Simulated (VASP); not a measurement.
# BaTiO3 (R3m) in VASP: single point with r2SCAN

Aim: the single point of BaTiO3 with r2SCAN.

Everything below comes from runs of VASP 6.6.1. Logs are shortened: lines on timing, memory, paths and dates and some standing lists are left out, and cuts for length are marked.

## Step 1: The cell of the first run

It takes space group R3m (No. 160, trigonal). The conventional cell has a = 5.671 Å, b = 5.671 Å, c = 6.974 Å, α = 90.00°, β = 90.00°, γ = 120.00°. Within 3.7 Å of Ba (site symmetry 3m) lie 12 O at 2.78 to 2.91 Å and 8 Ti at 3.40 to 3.57 Å. Within 2.5 Å of Ti (site symmetry 3m) lie 6 O at 1.89 to 2.14 Å. O (site symmetry m) has 2 Ti at 1.89 to 2.14 Å within 2.5 Å. O (site symmetry m) has 2 Ti at 1.89 to 2.14 Å within 2.5 Å.

## Step 2: Single point, r2SCAN

The input, POSCAR:

```
BaTiO3
1.0
   -4.0265177700     -4.0152850300      0.0000000000
   -4.0040924000      4.0152850300      0.0000000000
   -0.0112126900     -0.0111826000     -4.0152750000
Ba Ti O
2 2 6
Direct
    0.0000000000      0.0000000000      0.0000000000
    0.5000000000      0.5000000000      0.0000000000
    0.5120000000      0.0000000000      0.5120000000
    0.0120000000      0.5000000000      0.5120000000
    0.9884000000      0.5000000000      0.9805000000
    0.4884000000      0.0000000000      0.9805000000
    0.7344500000      0.2460500000      0.4884000000
    0.2344500000      0.7460500000      0.4884000000
    0.7344500000      0.7539500000      0.4884000000
    0.2344500000      0.2539500000      0.4884000000
```

The input, INCAR.step1:

```
  PREC = Accurate
  ENCUT = 520
  ISMEAR = -1
  SIGMA = 0.0212
  LREAL = F
  LASPH = T
  NELM = 60
  NBANDS = 51
  GGA = PE
  ALGO = Normal
  EDIFF = 1E-4
  LWAVE = T
  LCHARG = F
```

The input, INCAR.step2:

```
  PREC = Accurate
  ENCUT = 520
  EDIFF = 1E-6
  ISMEAR = -1
  SIGMA = 0.0212
  LREAL = F
  LASPH = T
  NELM = 60
  ALGO = Normal
  ISIF = 2
  LWAVE = F
  LCHARG = F
  METAGGA = R2SCAN
  LMIXTAU = T
  NBANDS = 51
  ISTART = 1
```

The input, KPOINTS:

```
Automatic mesh
0
Gamma
  5 5 6
```

Potentials or basis: VASP PAW PBE potentials, release 64 (Ba_sv, Ti_sv, O).

Run with:

```sh
$ cat potpaw_PBE.64/Ba_sv/POTCAR potpaw_PBE.64/Ti_sv/POTCAR potpaw_PBE.64/O/POTCAR > POTCAR
$ cp INCAR.step1 INCAR
$ mpirun -np 1 vasp_std > vasp.out
$ cp INCAR.step2 INCAR
$ mpirun -np 1 vasp_std > vasp.out
```

OUTCAR:

```text
PREC = Accurate
   ENCUT = 520
   EDIFF = 1E-6
   ISMEAR = -1
   LREAL = F
   LASPH = T
   NELM = 60
   ISIF = 2
   METAGGA = R2SCAN
   ISTART = 1

 ion  position               nearest neighbor table
   1  0.000  0.000  0.000-   6 2.78   8 2.78  10 2.78   7 2.84   5 2.84   5 2.84   8 2.84   9 2.84
                            10 2.84   6 2.91   7 2.91   9 2.91   3 3.40   4 3.45   3 3.45   4 3.45
   2  0.500  0.500  0.000-   5 2.78   7 2.78   9 2.78   8 2.84   6 2.84   6 2.84   7 2.84  10 2.84
                             9 2.84   5 2.91   8 2.91  10 2.91   4 3.40   3 3.45   4 3.45   3 3.45
   3  0.512  0.000  0.512-   9 1.89   7 1.89   6 1.89  10 2.14   8 2.14   6 2.14   1 3.40   2 3.45
                             1 3.45   2 3.45   1 3.50   2 3.50   2 3.50   1 3.57
   4  0.012  0.500  0.512-  10 1.89   8 1.89   5 1.89   9 2.14   7 2.14   5 2.14   2 3.40   1 3.45
                             2 3.45   1 3.45   2 3.50   1 3.50   1 3.50   2 3.57
   5  0.988  0.500  0.980-   4 1.89   4 2.14   2 2.78   1 2.84   1 2.84   2 2.91
   6  0.488  0.000  0.980-   3 1.89   3 2.14   1 2.78   2 2.84   2 2.84   1 2.91
   7  0.734  0.246  0.488-   3 1.89   4 2.14   2 2.78   1 2.84   2 2.84   1 2.91
   8  0.234  0.746  0.488-   4 1.89   3 2.14   1 2.78   2 2.84   1 2.84   2 2.91
   9  0.734  0.754  0.488-   3 1.89   4 2.14   2 2.78   1 2.84   2 2.84   1 2.91
  10  0.234  0.254  0.488-   4 1.89   3 2.14   1 2.78   2 2.84   1 2.84   2 2.91

  LATTYP: Found a simple monoclinic cell.
 ALAT       =     4.0153062275
 B/A-ratio  =     1.4122364182
 C/A-ratio  =     1.4161855953
 COS(beta)  =    -0.0039438775

  Lattice vectors:

 A1 = (  -0.0112126900,  -0.0111826000,  -4.0152750000)
 A2 = (  -4.0040924000,   4.0152850300,   0.0000000000)
 A3 = (   4.0265177700,   4.0152850300,   0.0000000000)

Analysis of symmetry for initial positions (statically):
=====================================================================
 Subroutine PRICEL returns following result:

  LATTYP: Found a trigonal (rhomboedric) cell.
 ALAT       =     4.0153050850
 COS(alpha) =     0.0027924869

  Lattice vectors:

 A1 = (  -4.0153050850,   0.0000000000,   0.0000000000)
 A2 = (  -0.0112126900,  -0.0111826000,  -4.0152750000)
 A3 = (  -0.0112126850,  -4.0152850300,   0.0000000000)

   2 primitive cells build up your supercell.

 Routine SETGRP: Setting up the symmetry group for a
 simple monoclinic supercell.

 Subroutine GETGRP returns: Found  2 space group operations
 (whereof  2 operations were pure point group operations)
 out of a pool of  4 trial point group operations.

The static configuration has the point symmetry C_1h.

Analysis of symmetry for dynamics (positions and initial velocities):
=====================================================================
 Subroutine PRICEL returns following result:

  LATTYP: Found a trigonal (rhomboedric) cell.
 ALAT       =     4.0153050850
 COS(alpha) =     0.0027924869

  Lattice vectors:

 A1 = (  -4.0153050850,   0.0000000000,   0.0000000000)
 A2 = (  -0.0112126900,  -0.0111826000,  -4.0152750000)
 A3 = (  -0.0112126850,  -4.0152850300,   0.0000000000)

   2 primitive cells build up your supercell.

 Routine SETGRP: Setting up the symmetry group for a
 simple monoclinic supercell.

 Subroutine GETGRP returns: Found  2 space group operations
 (whereof  2 operations were pure point group operations)
 out of a pool of  4 trial point group operations.

The dynamic configuration has the point symmetry C_1h.

 Subroutine INISYM returns: Found  2 space group operations
 (whereof  2 operations are pure point group operations),
 and found     2 'primitive' translations

----------------------------------------------------------------------------------------

                                     Primitive cell

  volume of cell :      64.7367

  direct lattice vectors                    reciprocal lattice vectors
    -4.015305085  0.000000000  0.000000000    -0.249047078  0.000695464  0.000693529
    -0.011212690 -0.011182600 -4.015275000     0.000000000  0.000000000 -0.249048944
    -0.011212685 -4.015285030  0.000000000     0.000000000 -0.249048322  0.000693603

  length of vectors
     4.015305085  4.015306227  4.015300686     0.249049015  0.249048944  0.249049288

  position of ions in fractional coordinates (direct lattice)
     0.000000000  0.000000000  0.000000000
     0.512000000  0.512000000  0.512000000
     0.488400000  0.980500000  0.488400000
     0.980500000  0.488400000  0.488400000
     0.488400000  0.488400000  0.980500000

  ion indices of the primitive-cell ions
   primitive index   ion index
                 1           1
                 2           3
                 3           6
                 4           8
                 5          10

----------------------------------------------------------------------------------------

 KPOINTS: Automatic mesh

Automatic generation of k-mesh.
 Grid dimensions read from file:
 generate k-points for:    5    5    6

 Generating k-lattice:

  Cartesian coordinates                     Fractional coordinates (reciprocal lattice)
    -0.024904708 -0.024835286  0.000138713     0.200000000 -0.000000000  0.000000000
    -0.024904708  0.024974379 -0.000000007    -0.000000000  0.200000000 -0.000000000
     0.000000000  0.000000000 -0.041508157     0.000000000  0.000000000  0.166666667

  Length of vectors
     0.035171795  0.035269875  0.041508157

  Shift w.r.t. Gamma in fractional coordinates (k-lattice)
     0.000000000  0.000000000  0.000000000

 Subroutine IBZKPT returns following result:
 ===========================================

 Found     48 irreducible k-points:

 Following reciprocal coordinates:
            Coordinates               Weight
  0.000000  0.000000  0.000000      1.000000
  0.200000  0.000000  0.000000      2.000000
  0.400000  0.000000  0.000000      2.000000
 -0.000000  0.200000  0.000000      2.000000
  0.200000  0.200000 -0.000000      4.000000
  0.400000  0.200000  0.000000      4.000000
[... 16 lines left out ...]
 -0.400000  0.400000  0.166667      4.000000
 -0.200000  0.400000  0.166667      4.000000
 [... further k-points ...]
   k-points           NKPTS =     48   k-points in BZ     NKDIM =     48   number of bands    NBANDS=     51
   number of dos      NEDOS =    301   number of ions     NIONS =     10
   total plane-waves  NPLWV =  52920
   dimension x,y,z NGX =    42 NGY =   42 NGZ =   30
   dimension x,y,z NGXF=    84 NGYF=   84 NGZF=   60
   ions per type =               2   2   6
   NGX,Y,Z   is equivalent  to a cutoff of  12.28, 12.31, 12.42 a.u.
   NGXF,Y,Z  is equivalent  to a cutoff of  24.56, 24.63, 24.84 a.u.
 SYSTEM =  unknown system
   PREC   = accura    normal or accurate (medium, high low for compatibility)
   ISTART =      1    job   : 0-new  1-cont  2-samecut
   ICHARG =      0    charge: 1-file 2-atom 10-const
   ISPIN  =      1    spin polarized calculation?
   LNONCOLLINEAR =      F non collinear calculations
   LSORBIT =      F    spin-orbit coupling
   LASPH  =      T    aspherical Exc in radial PAW
   ENCUT  =  520.0 eV  38.22 Ry    6.18 a.u.  10.57 10.54  7.47*2*pi/ulx,y,z
   NELM   =     60;   NELMIN=  2; NELMDL=  0     # of ELM steps
   EDIFF  = 0.1E-05   stopping-criterion for ELM
   LREAL  =      F    real-space projection
   EDIFFG = 0.1E-04   stopping-criterion for IOM
   NSW    =      0    number of steps for IOM
   IBRION =     -1    ionic relax: 0-MD 1-quasi-New 2-CG
   NFREE  =      0    steps in history (QN), initial steepest desc. (CG)
   ISIF   =      2    stress and relaxation
   ISYM   =      2    0-nonsym 1-usesym 2-fastsym
   POTIM  = 0.5000    time-step for ionic-motion
   TEBEG  =    0.0;   TEEND  =   0.0 temperature during run
   PSTRESS=    0.0 pullay stress
   NELECT =      80.0000    total number of electrons
   NUPDOWN=      -1.0000    fix difference up-down
   EMIN   =  10.00;   EMAX   =-10.00  energy-range for DOS
   EFERMI =   0.00;   METHOD = LEGACY
   ISMEAR =    -1;   SIGMA  =   0.02  broadening in eV -4-tet -1-fermi 0-gaus
   EFERMI_NEDOS =   21; number of points for ismear=-14 and -15
   IALGO  =     38    algorithm
   IMIX   =      4    mixing-type and parameters
     AMIX     =   0.40;   BMIX     =  1.00
     AMIX_MAG =   1.60;   BMIX_MAG =  1.00
  volume/ion in A,a.u.               =      12.95        87.37
  Fermi-wavevector in a.u.,A,eV,Ry     =   1.394370  2.634978 26.453375  1.944268
  Thomas-Fermi vector in A             =   2.517926
   LORBIT       =      0    0 simple, 1 ext, 2 COOP (PROOUT), +10 PAW based schemes
   METAGGA = R2SCAN    functional components
   LHFCALC =     F    Hartree Fock is set to
   AEXX    =    0.0000 exact exchange contribution
   IVDW    =     0    specifies the selected vdW correction
   LEPSILON=     F    determine dielectric tensor
   LRPA    =     F    only Hartree local field effects (RPA)
 non-spin polarized calculation
  energy-cutoff  :      520.00
  volume of cell :      129.47
 maximum number of plane-waves:      3501
 NGX is ok and might be reduce to    42
   NGX = 21   NGY = 21   NGZ = 15

 number of electron      80.0000009 magnetization

 Free energy of the ion-electron system (eV)
  ---------------------------------------------------
  ext. energy  EPLUGINS =         0.00000000
  ---------------------------------------------------
  free energy    TOTEN  =      -148.53288985 eV

  energy without entropy =     -148.53288985  energy(sigma->0) =     -148.53288985

 E-fermi :   3.9470     XC(G=0): -11.8476

 val. band max:        3.4019560213   @ k =   0.0000   0.0000   0.5000
 cond. band min:       6.1109342070   @ k =   0.0000   0.0000   0.0000
 fundamental gap:      2.7089781857
 Fermi energy:         3.9470332299

 k-point     1 :       0.0000    0.0000    0.0000
  band No.  band energies     occupation
      1     -55.1767      2.00000
      2     -55.1746      2.00000
      3     -30.4231      2.00000
      4     -30.4221      2.00000
      5     -30.3703      2.00000
      6     -30.3700      2.00000
[... 43 lines left out ...]
     50       9.0192      0.00000
     51       9.0193      0.00000
[... 1240 lines left out ...]
     50      10.3972      0.00000
     51      10.7390      0.00000

 [... further k-points ...]
[... 5 lines left out ...]
  --------------------------------------------------------------------------------------
  -------------------------------------------------------------------------------------
  Total        1.6961140      1.6961690      1.6915328     -0.0105254     -0.0159214     -0.0159325
  in kB       20.9886931     20.9893745     20.9320031     -0.1302479     -0.1970203     -0.1971576
  external PRESSURE =      20.9700236 kB  Pullay stress =       0.0000000 kB

 VOLUME and BASIS-vectors are now :
 -----------------------------------------------------------------------------
  energy-cutoff  :      520.00
  volume of cell :      129.47
      direct lattice vectors                 reciprocal lattice vectors
    -4.026517770 -4.015285030  0.000000000    -0.124523539 -0.124176429  0.000693566
    -4.004092400  4.015285030  0.000000000    -0.124523539  0.124871893 -0.000000037
    -0.011212690 -0.011182600 -4.015275000     0.000000000  0.000000000 -0.249048944

 POSITION                                       TOTAL-FORCE (eV/Angst)
 -----------------------------------------------------------------------------------
      0.00000      0.00000      0.00000         0.016431      0.016385      0.016673
     -4.01531      0.00000      0.00000         0.016431      0.016385      0.016673
     -2.06732     -2.06155     -2.05582         0.026260      0.026187      0.026761
     -2.05611      1.95373     -2.05582         0.026260      0.026187      0.026761
     -5.99285     -1.97203     -3.93698        -0.012964     -0.012928     -0.016041
     -1.97755     -1.97203     -3.93698        -0.012964     -0.012928     -0.016041
     -3.94796     -1.96653     -1.96106        -0.015810     -0.013872     -0.013697
     -3.93675      2.04876     -1.96106        -0.015810     -0.013872     -0.013697
     -5.98164      0.07284     -1.96106        -0.013916     -0.015772     -0.013697
     -1.96633      0.07284     -1.96106        -0.013916     -0.015772     -0.013697
 -----------------------------------------------------------------------------------
    total drift:                                0.004994      0.004821     -0.001089

  FREE ENERGIE OF THE ION-ELECTRON SYSTEM (eV)
  ---------------------------------------------------
  free  energy   TOTEN  =      -148.5328898522 eV

  energy  without entropy=     -148.5328898522  energy(sigma->0) =     -148.53288985
```

Wall time 11 min (1 thread of Intel Xeon Platinum 8488C (Sapphire Rapids), shared host); peak memory 0.41 GiB.

What came out:

* Free energy: -148.5329 eV
* Pressure: 2.1 GPa
* Largest force: 0.046 eV/Å
* Band gap on the k mesh: 2.71 eV

Forces on the atoms (eV/Å):
```
Ba   0.016  0.016  0.017
Ba   0.016  0.016  0.017
Ti   0.026  0.026  0.027
Ti   0.026  0.026  0.027
O   -0.013 -0.013 -0.016
O   -0.013 -0.013 -0.016
O   -0.016 -0.014 -0.014
O   -0.016 -0.014 -0.014
O   -0.014 -0.016 -0.014
O   -0.014 -0.016 -0.014
```

Levels at points of the mesh, in eV from the valence-band top:
| k point | band 36 | band 37 | band 38 | band 39 | band 40 | band 41 | band 42 | band 43 | band 44 | band 45 |
| --- | --- | --- | --- | --- | --- | --- | --- | --- | --- | --- |
| (0.00, 0.00, 0.00) | -0.86 | -0.51 | -0.40 | -0.40 | -0.09 | 2.71 | 2.71 | 2.83 | 4.16 | 4.17 |
| (0.00, 0.00, 0.50) | -0.97 | -0.86 | -0.02 | -0.02 | 0.00 | 2.87 | 4.09 | 4.19 | 4.65 | 4.66 |

Caveat: the PAW data sets were made with another functional, which shifts forces and pressure a little; spin-orbit coupling is left out, which moves the levels of the heavy elements; an odd mesh through Γ misses points on the zone boundary, where band edges can lie.
